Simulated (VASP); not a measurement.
Set up this calculation in VASP 6.6.1, as the native input.

- Task: single point
- Functional: r2SCAN
- Potentials or basis: VASP PAW PBE potentials, release 64 (Ge_d)
- Cutoff: 520 eV
- k mesh: 10 × 10 × 10
- Occupations: gaussian, width 0.05 eV
- Spin: no spin polarisation
- Dipole correction: no
- Further INCAR settings: ALGO = Normal; EDIFF = 1e-06; NBANDS = 21

Ge:

```
Ge
1.0
     0.00000    2.61661    2.82877
     3.04093    0.00000    2.82877
     3.04093    2.61661    0.00000
Ge
2
Direct
  0.50000 0.50000 0.50000
  0.75000 0.75000 0.75000
```

This cell differs from its parent crystal: strain +0.0750 x Voigt [1, -1, 0, 0, 0, 0].

These files were run (other wordings do the same):

POSCAR

```
Ge
1.0
    0.0000000000      2.6166122500      2.8287700000
    3.0409277500      0.0000000000      2.8287700000
    3.0409277500      2.6166122500      0.0000000000
Ge
2
Direct
    0.5000000000      0.5000000000      0.5000000000
    0.7500000000      0.7500000000      0.7500000000
```

INCAR.step1

```
SYSTEM = Ge
PREC     = Accurate       ! precision mode
ENCUT    = 520            ! plane-wave cutoff, eV
ISMEAR   = 0              ! smearing method
SIGMA    = 0.05           ! smearing width, eV
LREAL    = .False.        ! projectors in reciprocal space
LASPH    = .True.         ! aspherical terms in the spheres
NELM     = 100            ! most SCF steps
NBANDS   = 21             ! bands
GGA      = PE             ! functional
ALGO     = Normal         ! electronic algorithm
EDIFF    = 1E-4           ! SCF threshold, eV
LWAVE    = .True.         ! write WAVECAR
LCHARG   = .False.        ! write CHGCAR
```

INCAR.step2

```
SYSTEM = Ge
PREC     = Accurate       ! precision mode
ENCUT    = 520            ! plane-wave cutoff, eV
EDIFF    = 1E-6           ! SCF threshold, eV
ISMEAR   = 0              ! smearing method
SIGMA    = 0.05           ! smearing width, eV
LREAL    = .False.        ! projectors in reciprocal space
LASPH    = .True.         ! aspherical terms in the spheres
NELM     = 100            ! most SCF steps
ALGO     = Normal         ! electronic algorithm
ISIF     = 2              ! what is computed and relaxed
LWAVE    = .False.        ! write WAVECAR
LCHARG   = .False.        ! write CHGCAR
METAGGA  = R2SCAN         ! meta-GGA
LMIXTAU  = .True.       
NBANDS   = 21             ! bands
ISTART   = 1
```

KPOINTS

```
regular mesh
0
Gamma
  10 10 10
  0 0 0
```

Potentials or basis: VASP PAW PBE potentials, release 64 (Ge_d).

The run is started by

```sh
$ cat potpaw_PBE.64/Ge_d/POTCAR > POTCAR
$ cp INCAR.step1 INCAR
$ mpirun -np 1 vasp_std > vasp.out
$ cp INCAR.step2 INCAR
$ mpirun -np 1 vasp_std > vasp.out
```

Results of the run:

```
Pressure               : 1.1 GPa
Band gap on the k mesh : zero (band 14 reaches 5.15 eV, above the bottom of band 15 at 4.90 eV)
```

Caveat: the cell differs from its parent crystal (strain +0.0750 x Voigt [1, -1, 0, 0, 0, 0]); the PAW data sets were made with another functional, which shifts forces and pressure a little.

Run time: 3.6 min on 1 thread of Intel(R) Xeon(R) 6975P-C (Granite Rapids) (shared host), peak memory 0.26 GiB.
